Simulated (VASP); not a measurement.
# SnO2 (rutile type) (P4_2/mnm) in VASP: notebook

The runs below take SnO2 (rutile type) through relaxation of shape and atoms at fixed volume, with PBEsol.

Program: VASP 6.6.1. These are calculated values, not measurements. Logs are shortened: lines on timing, memory, paths and dates and some standing lists are left out, and cuts for length are marked.

## 1. The cell of the first run

Symmetry: P4_2/mnm, No. 136, tetragonal system. The conventional cell has a = 4.066 Å, b = 4.066 Å, c = 2.739 Å, α = 90.00°, β = 90.00°, γ = 90.00°. Within 2.3 Å of Sn (site symmetry mmm) lie 6 O at 1.76 to 1.77 Å. O (site symmetry m2m) has 3 Sn at 1.76 to 1.77 Å and 1 O at 2.23 Å within 2.3 Å.

## 2. Relaxation of shape and atoms at fixed volume, PBEsol

Input file INCAR:

```
PREC = Accurate
ENCUT = 600
EDIFF = 1E-6
ISMEAR = -1
SIGMA = 0.1
LREAL = F
LASPH = T
NELM = 60
ALGO = Normal
ISIF = 4
LWAVE = F
LCHARG = F
GGA = PS
IBRION = 2
NSW = 50
EDIFFG = -0.005
```

Input file KPOINTS:

```
Automatic mesh
0
Gamma
  8 8 11
```

Input file POSCAR:

```
SnO2
1.0
    4.0664353730      0.0000000000      0.0000000000
    0.0000000000      4.0664353730      0.0000000000
    0.0000000000      0.0000000000      2.7389192231
Sn O
2 4
Direct
    0.0000000000      0.0000000000      0.0000000000
    0.5000000000      0.5000000000      0.5000000000
    0.3062733669      0.3062733669      0.0000000000
    0.6937266331      0.6937266331      0.0000000000
    0.8062733669      0.1937266331      0.5000000000
    0.1937266331      0.8062733669      0.5000000000
```

Potentials or basis: VASP PAW PBE potentials, release 64 (Sn_d, O).

Command:

```
> cat potpaw_PBE.64/Sn_d/POTCAR potpaw_PBE.64/O/POTCAR > POTCAR
> mpirun -np 1 vasp_std > vasp.out
```

OUTCAR:

```text
PREC = Accurate
   ENCUT = 600
   EDIFF = 1E-6
   ISMEAR = -1
   LREAL = F
   LASPH = T
   NELM = 60
   ISIF = 4
   GGA = PS
   IBRION = 2
   NSW = 50
   EDIFFG = -0.005

 ion  position               nearest neighbor table
   1  0.000  0.000  0.000-   3 1.76   4 1.76   5 1.77   6 1.77   5 1.77   6 1.77   2 3.18   2 3.18
                             2 3.18   2 3.18   2 3.18   2 3.18   2 3.18   2 3.18
   2  0.500  0.500  0.500-   5 1.76   6 1.76   3 1.77   4 1.77   3 1.77   4 1.77   1 3.18   1 3.18
                             1 3.18   1 3.18   1 3.18   1 3.18   1 3.18   1 3.18
   3  0.306  0.306  0.000-   1 1.76   2 1.77   2 1.77
   4  0.694  0.694  0.000-   1 1.76   2 1.77   2 1.77
   5  0.806  0.194  0.500-   2 1.76   1 1.77   1 1.77
   6  0.194  0.806  0.500-   2 1.76   1 1.77   1 1.77

  LATTYP: Found a simple tetragonal cell.
 ALAT       =     4.0664353730
 C/A-ratio  =     0.6735430351

  Lattice vectors:

 A1 = (   4.0664353730,   0.0000000000,   0.0000000000)
 A2 = (   0.0000000000,   4.0664353730,   0.0000000000)
 A3 = (   0.0000000000,   0.0000000000,   2.7389192231)

Analysis of symmetry for initial positions (statically):
=====================================================================
 Subroutine PRICEL returns:
 Original cell was already a primitive cell.

 Routine SETGRP: Setting up the symmetry group for a
 simple tetragonal supercell.

 Subroutine GETGRP returns: Found 16 space group operations
 (whereof  8 operations were pure point group operations)
 out of a pool of 16 trial point group operations.

The static configuration has the point symmetry D_2h.
 The point group associated with its full space group is D_4h.

Analysis of symmetry for dynamics (positions and initial velocities):
=====================================================================
 Subroutine PRICEL returns:
 Original cell was already a primitive cell.

 Routine SETGRP: Setting up the symmetry group for a
 simple tetragonal supercell.

 Subroutine GETGRP returns: Found 16 space group operations
 (whereof  8 operations were pure point group operations)
 out of a pool of 16 trial point group operations.

The dynamic configuration has the point symmetry D_2h.
 The point group associated with its full space group is D_4h.

 Subroutine INISYM returns: Found 16 space group operations
 (whereof  8 operations are pure point group operations),
 and found     1 'primitive' translations

----------------------------------------------------------------------------------------

                                     Primitive cell

  volume of cell :      45.2905

  direct lattice vectors                    reciprocal lattice vectors
     4.066435373  0.000000000  0.000000000     0.245915626  0.000000000  0.000000000
     0.000000000  4.066435373  0.000000000     0.000000000  0.245915626  0.000000000
     0.000000000  0.000000000  2.738919223     0.000000000  0.000000000  0.365107518

  length of vectors
     4.066435373  4.066435373  2.738919223     0.245915626  0.245915626  0.365107518

  position of ions in fractional coordinates (direct lattice)
     0.000000000  0.000000000  0.000000000
     0.500000000  0.500000000  0.500000000
     0.306273367  0.306273367  0.000000000
     0.693726633  0.693726633  0.000000000
     0.806273367  0.193726633  0.500000000
     0.193726633  0.806273367  0.500000000

  ion indices of the primitive-cell ions
   primitive index   ion index
                 1           1
                 2           2
                 3           3
                 4           4
                 5           5
                 6           6

----------------------------------------------------------------------------------------

 KPOINTS: Automatic mesh

Automatic generation of k-mesh.
 Grid dimensions read from file:
 generate k-points for:    8    8   11

 Generating k-lattice:

  Cartesian coordinates                     Fractional coordinates (reciprocal lattice)
     0.030739453  0.000000000  0.000000000     0.125000000  0.000000000  0.000000000
     0.000000000  0.030739453  0.000000000     0.000000000  0.125000000  0.000000000
     0.000000000  0.000000000  0.033191593     0.000000000  0.000000000  0.090909091

  Length of vectors
     0.030739453  0.030739453  0.033191593

  Shift w.r.t. Gamma in fractional coordinates (k-lattice)
     0.000000000  0.000000000  0.000000000

 Subroutine IBZKPT returns following result:
 ===========================================

 Found     90 irreducible k-points:

 Following reciprocal coordinates:
            Coordinates               Weight
  0.000000  0.000000  0.000000      1.000000
  0.125000  0.000000  0.000000      4.000000
  0.250000  0.000000  0.000000      4.000000
  0.375000  0.000000  0.000000      4.000000
  0.500000  0.000000  0.000000      2.000000
  0.125000  0.125000  0.000000      4.000000
[... 16 lines left out ...]
  0.375000  0.125000  0.090909     16.000000
  0.500000  0.125000  0.090909      8.000000
 [... further k-points ...]
   k-points           NKPTS =     90   k-points in BZ     NKDIM =     90   number of bands    NBANDS=     31
   number of dos      NEDOS =    301   number of ions     NIONS =      6
   total plane-waves  NPLWV =  24576
   dimension x,y,z NGX =    32 NGY =   32 NGZ =   24
   dimension x,y,z NGXF=    64 NGYF=   64 NGZF=   48
   ions per type =               2   4
   NGX,Y,Z   is equivalent  to a cutoff of  13.08, 13.08, 14.57 a.u.
   NGXF,Y,Z  is equivalent  to a cutoff of  26.16, 26.16, 29.13 a.u.
 SYSTEM =  unknown system
   PREC   = accura    normal or accurate (medium, high low for compatibility)
   ISTART =      0    job   : 0-new  1-cont  2-samecut
   ICHARG =      2    charge: 1-file 2-atom 10-const
   ISPIN  =      1    spin polarized calculation?
   LNONCOLLINEAR =      F non collinear calculations
   LSORBIT =      F    spin-orbit coupling
   LASPH  =      T    aspherical Exc in radial PAW
   ENCUT  =  600.0 eV  44.10 Ry    6.64 a.u.   8.12  8.12  5.47*2*pi/ulx,y,z
   NELM   =     60;   NELMIN=  2; NELMDL= -5     # of ELM steps
   EDIFF  = 0.1E-05   stopping-criterion for ELM
   LREAL  =      F    real-space projection
   EDIFFG = -.5E-02   stopping-criterion for IOM
   NSW    =     50    number of steps for IOM
   IBRION =      2    ionic relax: 0-MD 1-quasi-New 2-CG
   NFREE  =      1    steps in history (QN), initial steepest desc. (CG)
   ISIF   =      4    stress and relaxation
   ISYM   =      2    0-nonsym 1-usesym 2-fastsym
   POTIM  = 0.5000    time-step for ionic-motion
   TEBEG  =    0.0;   TEEND  =   0.0 temperature during run
   PSTRESS=    0.0 pullay stress
   NELECT =      52.0000    total number of electrons
   NUPDOWN=      -1.0000    fix difference up-down
   EMIN   =  10.00;   EMAX   =-10.00  energy-range for DOS
   EFERMI =   0.00;   METHOD = LEGACY
   ISMEAR =    -1;   SIGMA  =   0.10  broadening in eV -4-tet -1-fermi 0-gaus
   EFERMI_NEDOS =   21; number of points for ismear=-14 and -15
   IALGO  =     38    algorithm
   IMIX   =      4    mixing-type and parameters
     AMIX     =   0.40;   BMIX     =  1.00
     AMIX_MAG =   1.60;   BMIX_MAG =  1.00
  volume/ion in A,a.u.               =       7.55        50.94
  Fermi-wavevector in a.u.,A,eV,Ry     =   1.714248  3.239459 39.982703  2.938646
  Thomas-Fermi vector in A             =   2.791841
   LORBIT       =      0    0 simple, 1 ext, 2 COOP (PROOUT), +10 PAW based schemes
   GGA     = PS    functional components
   LHFCALC =     F    Hartree Fock is set to
   AEXX    =    0.0000 exact exchange contribution
   IVDW    =     0    specifies the selected vdW correction
   LEPSILON=     F    determine dielectric tensor
   LRPA    =     F    only Hartree local field effects (RPA)
 conjugate gradient relaxation of ions
 non-spin polarized calculation
  energy-cutoff  :      600.00
  volume of cell :       45.29
 maximum number of plane-waves:      1548
   NGX = 17   NGY = 17   NGZ = 11

--------------------------------------- Ionic step        1  -------------------------------------------

 number of electron      51.9999997 magnetization

 Free energy of the ion-electron system (eV)
  ---------------------------------------------------
  ext. energy  EPLUGINS =         0.00000000
  ---------------------------------------------------
  free energy    TOTEN  =       -23.40557597 eV

  energy without entropy =      -23.40557597  energy(sigma->0) =      -23.40557597

------------------------ aborting loop because EDIFF is reached ----------------------------------------

  FORCE on cell =-STRESS in cart. coord.  units (eV):
  Direction    XX          YY          ZZ          XY          YZ          ZX
  --------------------------------------------------------------------------------------
  -------------------------------------------------------------------------------------
  Total       73.3211782     73.3211782     95.4621607      0.0000000      0.0000000      0.0000000
  in kB     2593.7794446   2593.7794446   3377.0296154      0.0000000      0.0000000      0.0000000
  external PRESSURE =    2854.8628348 kB  Pullay stress =       0.0000000 kB
[... 101 lines left out ...]
  FREE ENERGIE OF THE ION-ELECTRON SYSTEM (eV)
  ---------------------------------------------------
  free  energy   TOTEN  =       -23.8755533490 eV

  energy  without entropy=      -23.8755533488  energy(sigma->0) =      -23.87555335

[... ionic steps 4 to 7 ...]

--------------------------------------- Ionic step        8  -------------------------------------------

 number of electron      52.0000012 magnetization

------------------------ aborting loop because EDIFF is reached ----------------------------------------
[... 75 lines left out ...]
--------------------------------------- Ionic step       10  -------------------------------------------

 number of electron      52.0000016 magnetization

 Free energy of the ion-electron system (eV)
  ---------------------------------------------------
  ext. energy  EPLUGINS =         0.00000000
  ---------------------------------------------------
  free energy    TOTEN  =       -24.35718100 eV

  energy without entropy =      -24.35718100  energy(sigma->0) =      -24.35718100

 E-fermi :  16.2122     XC(G=0): -14.2558

 val. band max:       14.0584444737   @ k =   0.5000   0.0000   0.4545
 cond. band min:      19.6078265800   @ k =   0.0000   0.0000   0.0000
 fundamental gap:      5.5493821063
 Fermi energy:        16.2121562699

 k-point     1 :       0.0000    0.0000    0.0000
  band No.  band energies     occupation
      1     -10.5527      2.00000
      2     -10.3457      2.00000
      3      -7.2839      2.00000
      4      -6.8291      2.00000
      5      -6.6764      2.00000
      6      -6.6764      2.00000
[... 805 lines left out ...]
     30      22.6035      0.00000
     31      27.5962      0.00000

 [... further k-points ...]

------------------------ aborting loop because EDIFF is reached ----------------------------------------

  FORCE on cell =-STRESS in cart. coord.  units (eV):
  Direction    XX          YY          ZZ          XY          YZ          ZX
  --------------------------------------------------------------------------------------
  -------------------------------------------------------------------------------------
  Total       74.6245087     74.6245087     74.6405737      0.0000000      0.0000000      0.0000000
  in kB     2639.8855204   2639.8855204   2640.4538305      0.0000000      0.0000000      0.0000000
  external PRESSURE =    2640.0749571 kB  Pullay stress =       0.0000000 kB
[... 21 lines left out ...]
  FREE ENERGIE OF THE ION-ELECTRON SYSTEM (eV)
  ---------------------------------------------------
  free  energy   TOTEN  =       -24.3571809985 eV

  energy  without entropy=      -24.3571809985  energy(sigma->0) =      -24.35718100

 reached required accuracy - stopping structural energy minimisation
```

Wall time 11 min (1 thread of Intel Xeon Platinum 8375C at 2.90GHz (Ice Lake), shared host); peak memory 0.25 GiB.

What came out:

| Quantity | Value |
| --- | --- |
| Free energy | -24.3572 eV |
| Pressure after relaxing | 264.0 GPa |
| Band gap on the k mesh | 5.55 eV (least direct gap 7.16 eV) |

Final structure:
```xyz
6
Lattice="3.8534 0.0000 0.0000 0.0000 3.8534 0.0000 0.0000 0.0000 3.0502" Properties=species:S:1:pos:R:3 pbc="T T T"
Sn    0.0000    0.0000    0.0000
Sn    1.9267    1.9267    1.5251
O     1.2115    1.2115    0.0000
O     2.6419    2.6419    0.0000
O     3.1381    0.7152    1.5251
O     0.7152    3.1381    1.5251
```

Caveat: the PAW data sets were made with another functional, which shifts forces and pressure a little; spin-orbit coupling is left out, which moves the levels of the heavy elements; an odd mesh through Γ misses points on the zone boundary, where band edges can lie.

## 3. Relaxation of shape and atoms at fixed volume, PBEsol

This run uses another cell than the first one, of 8.77 Å³/atom.

INCAR, as its differences from that of step 2:

```diff
@@ -2,3 +2,3 @@
 ENCUT = 600
-EDIFF = 1E-6
+EDIFF = 1E-7
 ISMEAR = -1
@@ -7,3 +7,3 @@
 LASPH = T
-NELM = 60
+NELM = 100
 ALGO = Normal
```

KPOINTS is that of step 2.

POSCAR, as its differences from that of step 2:

```diff
@@ -2,5 +2,5 @@
 1.0
-    4.0664353730      0.0000000000      0.0000000000
-    0.0000000000      4.0664353730      0.0000000000
-    0.0000000000      0.0000000000      2.7389192231
+    4.2742587575      0.0000000000      0.0000000000
+    0.0000000000      4.2742587575      0.0000000000
+    0.0000000000      0.0000000000      2.8788972162
 Sn O
```

Potentials or basis: VASP PAW PBE potentials, release 64 (Sn_d, O).

Command:

```
> cat potpaw_PBE.64/Sn_d/POTCAR potpaw_PBE.64/O/POTCAR > POTCAR
> mpirun -np 1 vasp_std > vasp.out
```

Run time: 13 min. Hardware: 1 thread of Intel Xeon Platinum 8375C at 2.90GHz (Ice Lake), shared host; peak memory 0.28 GiB.

It converged, with:

```
Free energy               : -33.1930 eV
Energy gained by relaxing : 56.3 meV/atom
Ionic steps               : 8
Pressure after relaxing   : 134.7 GPa
Band gap on the k mesh    : 4.76 eV (least direct gap 5.12 eV)
```

Forces on the atoms (eV/Å):
```
Sn   0.000  0.000  0.000
Sn   0.000  0.000  0.000
O    0.002  0.002  0.000
O   -0.002 -0.002  0.000
O    0.002 -0.002  0.000
O   -0.002  0.002  0.000
```

Step by step:
| step | energy change (eV) | largest force (eV/Å) | pressure (GPa) | volume (Å³) |
| --- | --- | --- | --- | --- |
| 1 | 0.0000 | 1.7808 | 142.33 | 52.60 |
| 2 | 1.0660 | 6.9289 | 142.90 | 52.60 |
| 3 | -0.2256 | 0.6151 | 138.54 | 52.60 |
| 4 | -0.3113 | 0.2280 | 136.72 | 52.60 |
| 5 | -0.3361 | 0.2194 | 134.63 | 52.60 |
| 6 | -0.3365 | 0.1637 | 134.88 | 52.60 |
| 7 | -0.3298 | 0.4618 | 134.24 | 52.60 |
| 8 | -0.3376 | 0.0025 | 134.69 | 52.60 |

Final structure:
```cif
data_structure
_symmetry_space_group_name_H-M 'P 1'
_symmetry_Int_Tables_number 1
_cell_length_a 4.1487
_cell_length_b 4.1487
_cell_length_c 3.0558
_cell_angle_alpha 90.000
_cell_angle_beta 90.000
_cell_angle_gamma 90.000
_cell_volume 52.60
loop_
_atom_site_label
_atom_site_type_symbol
_atom_site_fract_x
_atom_site_fract_y
_atom_site_fract_z
_atom_site_occupancy
Sn1 Sn 0.00000 0.00000 0.00000 1
Sn2 Sn 0.50000 0.50000 0.50000 1
O1 O 0.30851 0.30851 0.00000 1
O2 O 0.69149 0.69149 0.00000 1
O3 O 0.80851 0.19149 0.50000 1
O4 O 0.19149 0.80851 0.50000 1
```

Levels at points of the mesh, in eV from the valence-band top:
```csv
k point,band 22,band 23,band 24,band 25,band 26,band 27,band 28,band 29,band 30,band 31
"(0.00, 0.00, 0.00)",-1.28,-1.28,-1.21,-1.21,-0.36,4.76,6.88,6.88,7.32,12.40
"(0.50, 0.00, 0.00)",-2.36,-1.36,-1.36,-0.88,-0.88,7.59,7.59,7.87,7.87,14.04
"(0.50, 0.50, 0.00)",-2.85,-1.48,-1.48,-1.21,-1.21,7.91,7.91,9.20,9.20,12.43
```

Caveat: the PAW data sets were made with another functional, which shifts forces and pressure a little; spin-orbit coupling is left out, which moves the levels of the heavy elements; an odd mesh through Γ misses points on the zone boundary, where band edges can lie.

## 4. Relaxation of shape and atoms at fixed volume, PBEsol

This run uses another cell than the first one, of 9.74 Å³/atom.

Input file INCAR:

```
PREC = Accurate ; ENCUT = 600
EDIFF = 1E-7 ; ISMEAR = -1
SIGMA = 0.1 ; LREAL = False
LASPH = True ; NELM = 80
ALGO = Normal ; ISIF = 4
LWAVE = False ; LCHARG = False
GGA = PS ; IBRION = 2
NSW = 50 ; EDIFFG = -0.005
```

Input file KPOINTS:

```
regular mesh
0
Gamma
  8 8 11
```

POSCAR, as its differences from that of step 3:

```diff
@@ -2,5 +2,5 @@
 1.0
-    4.2742587575      0.0000000000      0.0000000000
-    0.0000000000      4.2742587575      0.0000000000
-    0.0000000000      0.0000000000      2.8788972162
+    4.4270385834      0.0000000000      0.0000000000
+    0.0000000000      4.4270385834      0.0000000000
+    0.0000000000      0.0000000000      2.9818010039
 Sn O
```

Command:

```
> cat potpaw_PBE.64/Sn_d/POTCAR potpaw_PBE.64/O/POTCAR > POTCAR
> mpirun -np 1 vasp_std > vasp.out
```

Wall time 5.4 min (1 thread of Intel Xeon 6975P-C (Granite Rapids), shared host); peak memory 0.29 GiB.

It converged, with:

- Free energy: -36.9171 eV
- Energy gained by relaxing: 23.6 meV/atom
- Ionic steps: 8
- Pressure after relaxing: 73.0 GPa
- Band gap on the k mesh: 3.65 eV

Step by step:
```tsv
step	energy change (eV)	largest force (eV/Å)	pressure (GPa)	volume (Å³)
1	0.0000	1.0643	76.61	58.44
2	0.1318	2.5458	73.79	58.44
3	-0.1119	0.3507	74.16	58.44
4	-0.1370	0.1172	73.50	58.44
5	-0.1416	0.0513	73.02	58.44
6	-0.1417	0.0429	73.05	58.44
7	-0.1415	0.0733	72.91	58.44
8	-0.1418	0.0010	72.99	58.44
```

Final structure:
```
CELL_PARAMETERS angstrom
4.34867 0.00000 0.00000
0.00000 4.34867 0.00000
0.00000 0.00000 3.09023
ATOMIC_POSITIONS crystal
Sn 0.00000 0.00000 0.00000
Sn 0.50000 0.50000 0.50000
O 0.30613 0.30613 0.00000
O 0.69387 0.69387 0.00000
O 0.80613 0.19387 0.50000
O 0.19387 0.80613 0.50000
```

Levels at points of the mesh, in eV from the valence-band top:
```tsv
k point	band 22	band 23	band 24	band 25	band 26	band 27	band 28	band 29	band 30	band 31
(0.00, 0.00, 0.00)	-1.13	-1.13	-0.88	-0.88	0.00	3.65	6.88	6.88	7.28	11.60
(0.50, 0.00, 0.00)	-2.10	-1.14	-1.14	-0.64	-0.64	6.69	6.69	7.77	7.77	13.45
(0.50, 0.50, 0.00)	-2.46	-1.27	-1.27	-0.94	-0.94	7.07	7.07	8.76	8.76	12.56
```

Caveat: the PAW data sets were made with another functional, which shifts forces and pressure a little; spin-orbit coupling is left out, which moves the levels of the heavy elements; an odd mesh through Γ misses points on the zone boundary, where band edges can lie.

## 5. Summary

| cell | gap on the mesh (eV) | pressure (GPa) |
| --- | --- | --- |
| relaxed from a = 4.066, b = 4.066, c = 2.739 Å, 6 atoms | 5.55 | 264.0 |
| relaxed from a = 4.274, b = 4.274, c = 2.879 Å, 6 atoms | 4.76 | 134.7 |
| relaxed from a = 4.427, b = 4.427, c = 2.982 Å, 6 atoms | 3.65 | 73.0 |

Alike in all rows: task relaxation of shape and atoms at fixed volume; level PBEsol; potentials or basis VASP PAW PBE potentials, release 64 (Sn_d, O); no spin polarisation; k mesh 8 × 8 × 11; cutoff (eV) 600; smearing fermi-dirac 0.1 eV.

Caveats: the PAW data sets were made with another functional, which shifts forces and pressure a little; spin-orbit coupling is left out, which moves the levels of the heavy elements; an odd mesh through Γ misses points on the zone boundary, where band edges can lie.

Total energies depend on the potentials used, so only differences within one code and one set of settings carry meaning.
